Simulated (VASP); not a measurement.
VN: single point with PBE

System: VN, a slab with vacuum.

```
V N
1.0
     2.71035    0.00000    0.00000
    -1.35517    3.51867    0.00000
     0.00000    0.00000   25.78338
V N
7 7
Cartesian
  1.3552 2.6096 7.5000
  1.3552 0.6568 9.2487
  0.0000 2.2226 10.9973
  0.0000 0.2697 12.7460
  1.3552 1.8355 14.4946
  0.0000 3.4013 16.2433
  0.0000 1.4484 17.9919
  0.0000 1.1113 7.7914
  1.3552 2.6771 9.5401
  1.3552 0.7242 11.2888
  0.0000 2.2900 13.0374
  0.0000 0.3371 14.7861
  1.3552 1.9029 16.5347
  0.0000 3.4687 18.2834
```

* Program: VASP 6.6.1
* Task: single point
* Functional: PBE
* Potentials or basis: VASP PAW PBE potentials, release 64 (V_sv, N)
* Cutoff: 520 eV
* k mesh: 14 × 10 × 1
* Occupations: gaussian, width 0.1 eV
* Spin: no spin polarisation
* Dipole correction: yes
* Further INCAR settings: ALGO = Normal; EDIFF = 1e-06; NBANDS = 76; ISYM = 0; NELMDL = -8

```
Largest force          : 1.349 eV/Å
Band gap on the k mesh : zero (bands 63 and 64 overlap by 0.42 eV)
```

Forces on the atoms (eV/Å):
```
V   -0.001  0.052  0.925
V    0.000  0.270 -0.522
V    0.000  0.086  0.019
V    0.000  0.002  0.015
V    0.001 -0.110  0.015
V    0.001  0.185  0.921
V    0.001 -1.245  0.149
N    0.000 -0.199 -0.657
N   -0.001 -0.133 -0.500
N    0.000 -0.036 -0.006
N    0.000  0.002 -0.019
N    0.000  0.085 -0.105
N   -0.001 -0.277  0.052
N    0.000  1.319 -0.287
```

Levels at points of the mesh, in eV from the Fermi level:
| k point | band 60 | band 61 | band 62 | band 63 | band 64 | band 65 | band 66 | band 67 |
| --- | --- | --- | --- | --- | --- | --- | --- | --- |
| (0.00, 0.00, 0.00) | -0.98 | -0.61 | -0.22 | 0.03 | 0.27 | 0.91 | 0.93 | 0.97 |
| (0.50, 0.00, 0.00) | -0.68 | -0.46 | -0.17 | 0.24 | 0.67 | 1.17 | 1.38 | 1.45 |
| (0.00, 0.50, 0.00) | -0.92 | -0.77 | -0.52 | -0.28 | -0.04 | 0.26 | 0.59 | 0.60 |
| (0.50, 0.50, 0.00) | -0.68 | -0.46 | -0.17 | 0.23 | 0.67 | 1.17 | 1.38 | 1.45 |

Wall time 54 min on 1 thread of Intel(R) Xeon(R) 6975P-C (Granite Rapids) (shared host), peak memory 0.95 GiB.

Caveat: the run has no spin polarisation, though such a crystal can be magnetic. With open d or f shells a metallic result of PBE can be an artefact of self-interaction; +U or a hybrid may open a gap.
